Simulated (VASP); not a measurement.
# NaF (Villiaumite) in VASP: a series of runs

NaF (Villiaumite) is run at these levels: PBEsol; tasks: single point.

All numbers are computed with VASP 6.6.1; they aren't measurements. Logs are shortened: lines on timing, memory, paths and dates and some standing lists are left out, and cuts for length are marked.

## 1. The cell of the first run

The structure is cubic, space group Fm-3m (No. 225). Conventional cell: a = 4.630 Å, b = 4.630 Å, c = 4.630 Å, α = 90.00°, β = 90.00°, γ = 90.00°. Within 3.1 Å of Na (site symmetry m-3m) lie 6 F at 2.32 Å. F (site symmetry m-3m) has 6 Na at 2.32 Å within 3.1 Å.

## 2. Single point, PBEsol

Contents of INCAR:

```
ALGO = Normal
EDIFF = 1E-6
ENCUT = 520
GGA = PS
ISIF = 2
ISMEAR = 0
LASPH = True
LCHARG = False
LREAL = False
LWAVE = False
NBANDS = 14
NELM = 80
PREC = Accurate
SIGMA = 0.01
```

Contents of KPOINTS:

```
k-points
0
Gamma
  8 8 8
```

Contents of POSCAR:

```
NaF
1.0
    2.3150961496      2.3150961496      0.0000000000
   -2.3150961496      2.3150961496      0.0000000000
    0.0000000000      2.3150961496      2.3150961496
Na F
1 1
Direct
    0.0000000000      0.0000000000      0.0000000000
    0.5000000000      0.5000000000      0.0000000000
```

Potentials or basis: VASP PAW PBE potentials, release 64 (Na_pv, F).

Command:

```sh
> cat potpaw_PBE.64/Na_pv/POTCAR potpaw_PBE.64/F/POTCAR > POTCAR
> mpirun -np 1 vasp_std > vasp.out
```

OUTCAR:

```text
EDIFF = 1E-6
   ENCUT = 520
   GGA = PS
   ISIF = 2
   ISMEAR = 0
   LASPH = True
   LREAL = False
   NELM = 80
   PREC = Accurate

 ion  position               nearest neighbor table
   1  0.000  0.000  0.000-   2 2.32   2 2.32   2 2.32   2 2.32   2 2.32   2 2.32
   2  0.500  0.500  0.000-   1 2.32   1 2.32   1 2.32   1 2.32   1 2.32   1 2.32

  LATTYP: Found a face centered cubic cell.
 ALAT       =     4.6301922992

  Lattice vectors:

 A1 = (   0.0000000000,   2.3150961496,   2.3150961496)
 A2 = (   2.3150961496,   0.0000000000,   2.3150961496)
 A3 = (   2.3150961496,   2.3150961496,   0.0000000000)

Analysis of symmetry for initial positions (statically):
=====================================================================
 Subroutine PRICEL returns:
 Original cell was already a primitive cell.

 Routine SETGRP: Setting up the symmetry group for a
 face centered cubic supercell.

 Subroutine GETGRP returns: Found 48 space group operations
 (whereof 48 operations were pure point group operations)
 out of a pool of 48 trial point group operations.

The static configuration has the point symmetry O_h .

Analysis of symmetry for dynamics (positions and initial velocities):
=====================================================================
 Subroutine PRICEL returns:
 Original cell was already a primitive cell.

 Routine SETGRP: Setting up the symmetry group for a
 face centered cubic supercell.

 Subroutine GETGRP returns: Found 48 space group operations
 (whereof 48 operations were pure point group operations)
 out of a pool of 48 trial point group operations.

The dynamic configuration has the point symmetry O_h .

 Subroutine INISYM returns: Found 48 space group operations
 (whereof 48 operations are pure point group operations),
 and found     1 'primitive' translations

----------------------------------------------------------------------------------------

                                     Primitive cell

  volume of cell :      24.8163

  direct lattice vectors                    reciprocal lattice vectors
     2.315096150  2.315096150  0.000000000     0.215973751  0.215973751 -0.215973751
    -2.315096150  2.315096150  0.000000000    -0.215973751  0.215973751 -0.215973751
     0.000000000  2.315096150  2.315096150     0.000000000  0.000000000  0.431947503

  length of vectors
     3.274040373  3.274040373  3.274040373     0.374077510  0.374077510  0.431947503

  position of ions in fractional coordinates (direct lattice)
     0.000000000  0.000000000  0.000000000
     0.500000000  0.500000000  0.000000000

  ion indices of the primitive-cell ions
   primitive index   ion index
                 1           1
                 2           2

----------------------------------------------------------------------------------------

 KPOINTS: k-points

Automatic generation of k-mesh.
 Grid dimensions read from file:
 generate k-points for:    8    8    8

 Generating k-lattice:

  Cartesian coordinates                     Fractional coordinates (reciprocal lattice)
     0.026996719  0.026996719 -0.026996719     0.125000000  0.000000000  0.000000000
    -0.026996719  0.026996719 -0.026996719     0.000000000  0.125000000  0.000000000
     0.000000000  0.000000000  0.053993438     0.000000000  0.000000000  0.125000000

  Length of vectors
     0.046759689  0.046759689  0.053993438

  Shift w.r.t. Gamma in fractional coordinates (k-lattice)
     0.000000000  0.000000000  0.000000000

 Subroutine IBZKPT returns following result:
 ===========================================

 Found     29 irreducible k-points:

 Following reciprocal coordinates:
            Coordinates               Weight
  0.000000  0.000000  0.000000      1.000000
  0.125000  0.000000  0.000000      8.000000
  0.250000  0.000000  0.000000      8.000000
  0.375000  0.000000  0.000000      8.000000
  0.500000  0.000000  0.000000      4.000000
  0.125000  0.125000  0.000000     12.000000
[... 16 lines left out ...]
  0.375000  0.250000  0.125000     48.000000
  0.500000  0.250000  0.125000     24.000000
 [... further k-points ...]
   k-points           NKPTS =     29   k-points in BZ     NKDIM =     29   number of bands    NBANDS=     14
   number of dos      NEDOS =    301   number of ions     NIONS =      2
   total plane-waves  NPLWV =  13824
   dimension x,y,z NGX =    24 NGY =   24 NGZ =   24
   dimension x,y,z NGXF=    48 NGYF=   48 NGZF=   48
   ions per type =               1   1
   NGX,Y,Z   is equivalent  to a cutoff of  12.19, 12.19, 12.19 a.u.
   NGXF,Y,Z  is equivalent  to a cutoff of  24.37, 24.37, 24.37 a.u.
 SYSTEM =  unknown system
   PREC   = accura    normal or accurate (medium, high low for compatibility)
   ISTART =      0    job   : 0-new  1-cont  2-samecut
   ICHARG =      2    charge: 1-file 2-atom 10-const
   ISPIN  =      1    spin polarized calculation?
   LNONCOLLINEAR =      F non collinear calculations
   LSORBIT =      F    spin-orbit coupling
   LASPH  =      T    aspherical Exc in radial PAW
   ENCUT  =  520.0 eV  38.22 Ry    6.18 a.u.   6.09  6.09  6.09*2*pi/ulx,y,z
   NELM   =     80;   NELMIN=  2; NELMDL= -5     # of ELM steps
   EDIFF  = 0.1E-05   stopping-criterion for ELM
   LREAL  =      F    real-space projection
   EDIFFG = 0.1E-04   stopping-criterion for IOM
   NSW    =      0    number of steps for IOM
   IBRION =     -1    ionic relax: 0-MD 1-quasi-New 2-CG
   NFREE  =      0    steps in history (QN), initial steepest desc. (CG)
   ISIF   =      2    stress and relaxation
   ISYM   =      2    0-nonsym 1-usesym 2-fastsym
   POTIM  = 0.5000    time-step for ionic-motion
   TEBEG  =    0.0;   TEEND  =   0.0 temperature during run
   PSTRESS=    0.0 pullay stress
   NELECT =      14.0000    total number of electrons
   NUPDOWN=      -1.0000    fix difference up-down
   EMIN   =  10.00;   EMAX   =-10.00  energy-range for DOS
   EFERMI =   0.00;   METHOD = LEGACY
   ISMEAR =     0;   SIGMA  =   0.01  broadening in eV -4-tet -1-fermi 0-gaus
   EFERMI_NEDOS =   21; number of points for ismear=-14 and -15
   IALGO  =     38    algorithm
   IMIX   =      4    mixing-type and parameters
     AMIX     =   0.40;   BMIX     =  1.00
     AMIX_MAG =   1.60;   BMIX_MAG =  1.00
  volume/ion in A,a.u.               =      12.41        83.73
  Fermi-wavevector in a.u.,A,eV,Ry     =   1.352711  2.556254 24.896323  1.829828
  Thomas-Fermi vector in A             =   2.480027
   LORBIT       =      0    0 simple, 1 ext, 2 COOP (PROOUT), +10 PAW based schemes
   GGA     = PS    functional components
   LHFCALC =     F    Hartree Fock is set to
   AEXX    =    0.0000 exact exchange contribution
   IVDW    =     0    specifies the selected vdW correction
   LEPSILON=     F    determine dielectric tensor
   LRPA    =     F    only Hartree local field effects (RPA)
 non-spin polarized calculation
 Gauss-broadening in eV      SIGMA  =   0.01
  energy-cutoff  :      520.00
  volume of cell :       24.82
 maximum number of plane-waves:       692
   NGX = 13   NGY = 13   NGZ = 13

 number of electron      13.9999983 magnetization

 Free energy of the ion-electron system (eV)
  ---------------------------------------------------
  ext. energy  EPLUGINS =         0.00000000
  ---------------------------------------------------
  free energy    TOTEN  =        -8.76876191 eV

  energy without entropy =       -8.76876191  energy(sigma->0) =       -8.76876191

 E-fermi :  -2.0499     XC(G=0):  -9.3464

 val. band max:       -2.1656008634   @ k =   0.0000   0.0000   0.0000
 cond. band min:       4.0076552194   @ k =   0.0000   0.0000   0.0000
 fundamental gap:      6.1732560828
 Fermi energy:        -2.0499305931

 k-point     1 :       0.0000    0.0000    0.0000
  band No.  band energies     occupation
      1     -21.2265      2.00000
      2     -20.9279      2.00000
      3     -20.9279      2.00000
      4     -20.9279      2.00000
      5      -2.1656      2.00000
      6      -2.1656      2.00000
      7      -2.1656      2.00000
      8       4.0077      0.00000
      9      16.6943      0.00000
     10      16.6944      0.00000
     11      16.6944      0.00000
     12      19.3820      0.00000
     13      21.7724      0.00000
     14      21.7724      0.00000

 k-point     2 :       0.1250    0.0000    0.0000
  band No.  band energies     occupation
      1     -21.4112      2.00000
      2     -20.9298      2.00000
      3     -20.9298      2.00000
      4     -20.7228      2.00000
      5      -2.4696      2.00000
      6      -2.2044      2.00000
      7      -2.2044      2.00000
      8       4.5593      0.00000
      9      14.9137      0.00000
     10      16.9340      0.00000
     11      16.9341      0.00000
     12      21.1952      0.00000
     13      21.1952      0.00000
     14      21.3341      0.00000

 k-point     3 :       0.2500    0.0000    0.0000
  band No.  band energies     occupation
      1     -21.6350      2.00000
      2     -20.9342      2.00000
      3     -20.9342      2.00000
      4     -20.4475      2.00000
      5      -3.0848      2.00000
      6      -2.2969      2.00000
      7      -2.2969      2.00000
      8       5.8818      0.00000
      9      12.8183      0.00000
     10      17.4629      0.00000
     11      17.4629      0.00000
     12      20.5277      0.00000
     13      20.5278      0.00000
     14      22.0893      0.00000
[... 324 lines left out ...]
 k-point    23 :       0.3750    0.2500    0.1250
  band No.  band energies     occupation
      1     -21.6546      2.00000
      2     -20.9813      2.00000
      3     -20.9527      2.00000
      4     -20.3467      2.00000
      5      -3.4302      2.00000
      6      -2.6766      2.00000
      7      -2.4699      2.00000
      8       8.3682      0.00000
      9      11.2564      0.00000
     10      15.1697      0.00000
     11      17.0153      0.00000
     12      19.3057      0.00000
     13      21.3836      0.00000
     14      25.5545      0.00000

 k-point    24 :       0.5000    0.2500    0.1250
  band No.  band energies     occupation
      1     -21.6692      2.00000
      2     -20.9846      2.00000
      3     -20.9602      2.00000
      4     -20.3156      2.00000
      5      -3.5031      2.00000
      6      -2.7558      2.00000
      7      -2.5088      2.00000
      8       9.4622      0.00000
      9      10.4219      0.00000
     10      14.8742      0.00000
     11      16.7131      0.00000
     12      19.9012      0.00000
     13      20.9691      0.00000
     14      25.7762      0.00000

 [... further k-points ...]

------------------------ aborting loop because EDIFF is reached ----------------------------------------

  FORCE on cell =-STRESS in cart. coord.  units (eV):
  Direction    XX          YY          ZZ          XY          YZ          ZX
  --------------------------------------------------------------------------------------
  -------------------------------------------------------------------------------------
  Total       -0.0186455     -0.0186455     -0.0186455      0.0000000      0.0000000     -0.0000000
  in kB       -1.2037838     -1.2037838     -1.2037838      0.0000000      0.0000000     -0.0000000
  external PRESSURE =      -1.2037838 kB  Pullay stress =       0.0000000 kB

 VOLUME and BASIS-vectors are now :
 -----------------------------------------------------------------------------
  energy-cutoff  :      520.00
  volume of cell :       24.82
      direct lattice vectors                 reciprocal lattice vectors
     2.315096150  2.315096150  0.000000000     0.215973751  0.215973751 -0.215973751
    -2.315096150  2.315096150  0.000000000    -0.215973751  0.215973751 -0.215973751
     0.000000000  2.315096150  2.315096150     0.000000000  0.000000000  0.431947503

 POSITION                                       TOTAL-FORCE (eV/Angst)
 -----------------------------------------------------------------------------------
      0.00000      0.00000      0.00000         0.000000     -0.000000      0.000000
      0.00000      2.31510      0.00000        -0.000000      0.000000      0.000000
 -----------------------------------------------------------------------------------
    total drift:                                0.000000     -0.000000     -0.000000

  FREE ENERGIE OF THE ION-ELECTRON SYSTEM (eV)
  ---------------------------------------------------
  free  energy   TOTEN  =        -8.7687619082 eV

  energy  without entropy=       -8.7687619082  energy(sigma->0) =       -8.76876191
```

Wall time 6.8 s (1 thread of Intel Xeon Platinum 8259CL at 2.50GHz (Skylake/Cascade Lake), shared host); peak memory 0.13 GiB.

Results:

* Free energy: -8.7688 eV
* Pressure: -0.1 GPa
* Band gap on the k mesh: 6.17 eV, direct

Caveat: the PAW data sets were made with another functional, which shifts forces and pressure a little. A hybrid or GW would open this gap; PBEsol tends to underestimate it.

## 3. Single point, PBEsol (in-plane strain -0.02, then relaxed in part)

Contents of INCAR:

```
ALGO     = Normal         # electronic algorithm
EDIFF    = 1E-7           # SCF threshold, eV
ENCUT    = 520            # plane-wave cutoff, eV
GGA      = PS             # functional
ISIF     = 2              # what is computed and relaxed
ISMEAR   = 0              # smearing method
LASPH    = True           # aspherical terms in the spheres
LCHARG   = False          # write CHGCAR
LREAL    = False          # projectors in reciprocal space
LWAVE    = False          # write WAVECAR
NBANDS   = 14             # bands
NELM     = 80             # most SCF steps
PREC     = Accurate       # precision mode
SIGMA    = 0.01           # smearing width, eV
```

KPOINTS is that of step 2.

Contents of POSCAR:

```
NaF
1.0
    2.2687942266      2.2687942266      0.0000000000
   -2.2687942266      2.2687942266      0.0000000000
    0.0000000000      2.2687942266      2.3362064871
Na F
1 1
Direct
    0.0000000000      0.0000000000      0.0000000000
    0.5000000000      0.5000000000      0.0000000000
```

Potentials or basis: VASP PAW PBE potentials, release 64 (Na_pv, F).

Command:

```sh
> cat potpaw_PBE.64/Na_pv/POTCAR potpaw_PBE.64/F/POTCAR > POTCAR
> mpirun -np 1 vasp_std > vasp.out
```

OUTCAR:

```text
EDIFF = 1E-7
   ENCUT = 520
   GGA = PS
   ISIF = 2
   ISMEAR = 0
   LASPH = True
   LREAL = False
   NELM = 80
   PREC = Accurate

 ion  position               nearest neighbor table
   1  0.000  0.000  0.000-   2 2.27   2 2.27   2 2.27   2 2.27   2 2.34   2 2.34
   2  0.500  0.500  0.000-   1 2.27   1 2.27   1 2.27   1 2.27   1 2.34   1 2.34

  LATTYP: Found a body centered tetragonal cell.
 ALAT       =     3.2085595655
 C/A-ratio  =     1.4562338267

[... 596 lines left out ...]

------------------------ aborting loop because EDIFF is reached ----------------------------------------

  FORCE on cell =-STRESS in cart. coord.  units (eV):
  Direction    XX          YY          ZZ          XY          YZ          ZX
  --------------------------------------------------------------------------------------
  -------------------------------------------------------------------------------------
  Total        0.3968988      0.3968988     -0.0120898      0.0000000      0.0000000     -0.0000000
  in kB       26.4398440     26.4398440     -0.8053771      0.0000000      0.0000000     -0.0000000
  external PRESSURE =      17.3581036 kB  Pullay stress =       0.0000000 kB

 VOLUME and BASIS-vectors are now :
 -----------------------------------------------------------------------------
  energy-cutoff  :      520.00
  volume of cell :       24.05
      direct lattice vectors                 reciprocal lattice vectors
     2.268794227  2.268794227  0.000000000     0.220381379  0.220381379 -0.214022178
    -2.268794227  2.268794227  0.000000000    -0.220381379  0.220381379 -0.214022178
     0.000000000  2.268794227  2.336206487     0.000000000  0.000000000  0.428044355

 POSITION                                       TOTAL-FORCE (eV/Angst)
 -----------------------------------------------------------------------------------
      0.00000      0.00000      0.00000         0.000000      0.000000      0.000000
      0.00000      2.26879      0.00000        -0.000000     -0.000000      0.000000
 -----------------------------------------------------------------------------------
    total drift:                                0.000000     -0.000000     -0.000000

  FREE ENERGIE OF THE ION-ELECTRON SYSTEM (eV)
  ---------------------------------------------------
  free  energy   TOTEN  =        -8.7597843518 eV

  energy  without entropy=       -8.7597843518  energy(sigma->0) =       -8.75978435
```

OSZICAR:

```text
N       E                     dE             d eps       ncg     rms          rms(c)
DAV:   1     0.110160039801E+03    0.11016E+03   -0.76322E+03  1696   0.122E+03
DAV:   2    -0.410626081260E+01   -0.11427E+03   -0.10587E+03  1826   0.351E+02
DAV:   3    -0.948350763678E+01   -0.53772E+01   -0.53670E+01  1988   0.688E+01
DAV:   4    -0.952705165947E+01   -0.43544E-01   -0.43542E-01  1886   0.660E+00
DAV:   5    -0.952748148573E+01   -0.42983E-03   -0.42982E-03  2018   0.652E-01    0.492E+00
DAV:   6    -0.877424549743E+01    0.75324E+00   -0.25534E+00  2018   0.148E+01    0.177E+00
DAV:   7    -0.876083701131E+01    0.13408E-01   -0.32625E-02  1724   0.212E+00    0.103E+00
DAV:   8    -0.875948483027E+01    0.13522E-02   -0.24498E-02  1820   0.324E+00    0.155E-01
DAV:   9    -0.875996505597E+01   -0.48023E-03   -0.47473E-03  2096   0.663E-01    0.129E-01
DAV:  10    -0.875977757003E+01    0.18749E-03   -0.99107E-04  1856   0.384E-01    0.867E-03
DAV:  11    -0.875978430588E+01   -0.67359E-05   -0.37128E-05  1904   0.112E-01    0.690E-03
DAV:  12    -0.875978435663E+01   -0.50751E-07   -0.39956E-06  1922   0.226E-02    0.278E-03
DAV:  13    -0.875978435176E+01    0.48788E-08   -0.47300E-07  1904   0.615E-03
   1 F= -.87597844E+01 E0= -.87597844E+01  d E =-.239870E-68
```

It took 13 s on 1 thread of Intel Xeon Platinum 8259CL at 2.50GHz (Skylake/Cascade Lake), shared host; peak memory 0.14 GiB.

Results:

```
Free energy            : -8.7598 eV
Pressure               : 1.7 GPa
Band gap on the k mesh : 6.34 eV, direct
```

Stress tensor (GPa, compression positive):
```
 2.64  0.00  0.00
 0.00  2.64  0.00
 0.00  0.00 -0.08
```

Levels at points of the mesh, in eV from the valence-band top:
```tsv
k point	band 5	band 6	band 7	band 8	band 9	band 10
(0.00, 0.00, 0.00)	0.00	0.00	0.00	6.34	18.94	19.16
(0.50, 0.00, 0.00)	-1.70	-0.29	-0.26	10.81	12.62	20.07
(0.50, 0.50, 0.00)	-1.33	-0.47	-0.42	13.12	13.39	13.90
(0.00, 0.00, 0.50)	-1.39	-0.39	-0.39	12.99	13.40	13.79
```

Caveat: the cell differs from its parent crystal (in-plane strain -0.02, then relaxed in part); the PAW data sets were made with another functional, which shifts forces and pressure a little.
